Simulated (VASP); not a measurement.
Write the native input for VASP 6.6.1 that does the following.

| Item | Value |
| --- | --- |
| Task | single point |
| Functional | r2SCAN |
| Potentials or basis | VASP PAW PBE potentials, release 64 (Ti_sv, O_h) |
| Cutoff | 910 eV |
| k mesh | 4 × 4 × 2 |
| Occupations | gaussian, width 0.02 eV |
| Spin | no spin polarisation |
| Dipole correction | no |
| Further INCAR settings | ALGO = Normal; EDIFF = 1e-06; NBANDS = 33 |

The system is TiO2.

```
Ti O
1.0
     2.68055   -2.72841   -0.06174
     2.67526    2.72312   -0.05440
    -2.70909    0.00908    4.80528
Ti O
2 4
Direct
  0.12195 0.85755 0.23625
  0.87558 0.14822 0.75586
  0.35401 0.09895 0.67383
  0.67320 0.94190 0.32167
  0.96818 0.68269 0.84674
  0.06404 0.34910 0.17459
```

These files were run (other wordings do the same):

POSCAR

```
TiO2
1.0
    2.6805548658     -2.7284128728     -0.0617389515
    2.6752617647      2.7231209861     -0.0543959535
   -2.7090875630      0.0090815493      4.8052823094
Ti O
2 4
Direct
    0.1219484995      0.8575515384      0.2362471605
    0.8755807488      0.1482181876      0.7558577591
    0.3540058329      0.0989456189      0.6738295210
    0.6731971283      0.9418963086      0.3216654504
    0.9681807552      0.6826863602      0.8467382601
    0.0640405078      0.3491038293      0.1745947979
```

INCAR.step1

```
PREC = Accurate
ENCUT = 910
ISMEAR = 0
SIGMA = 0.02
LREAL = F
LASPH = T
NELM = 120
NBANDS = 33
GGA = PE
ALGO = Normal
EDIFF = 1E-5
LWAVE = T
LCHARG = F
GGA_COMPAT = F
```

INCAR.step2

```
PREC = Accurate
ENCUT = 910
EDIFF = 1E-6
ISMEAR = 0
SIGMA = 0.02
LREAL = F
LASPH = T
NELM = 120
ALGO = Normal
ISIF = 2
LWAVE = F
LCHARG = F
METAGGA = R2SCAN
LMIXTAU = T
NBANDS = 33
ISTART = 1
GGA_COMPAT = F
```

KPOINTS

```
regular mesh
0
Gamma
  4 4 2
```

Potentials or basis: VASP PAW PBE potentials, release 64 (Ti_sv, O_h).

Run with:

```bash
$ cat potpaw_PBE.64/Ti_sv/POTCAR potpaw_PBE.64/O_h/POTCAR > POTCAR
$ cp INCAR.step1 INCAR
$ mpirun -np 1 vasp_std > vasp.out
$ cp INCAR.step2 INCAR
$ mpirun -np 1 vasp_std > vasp.out
```

It gave:

| Quantity | Value |
| --- | --- |
| Pressure | -1.7 GPa |
| Largest force | 1.957 eV/Å |
| Band gap on the k mesh | 2.59 eV (least direct gap 3.02 eV) |

Caveat: the k points lie up to 0.64 Å⁻¹ apart; the cutoff is under 1.25 times the usual one of these potentials, so pressure, stress and relaxed cells hold a basis-set (Pulay) error; the PAW data sets were made with another functional, which shifts forces and pressure a little.

Wall time 7.1 min on 1 thread of AMD EPYC 7R13 Processor (Zen 3), on a shared host, peak memory 0.31 GiB.
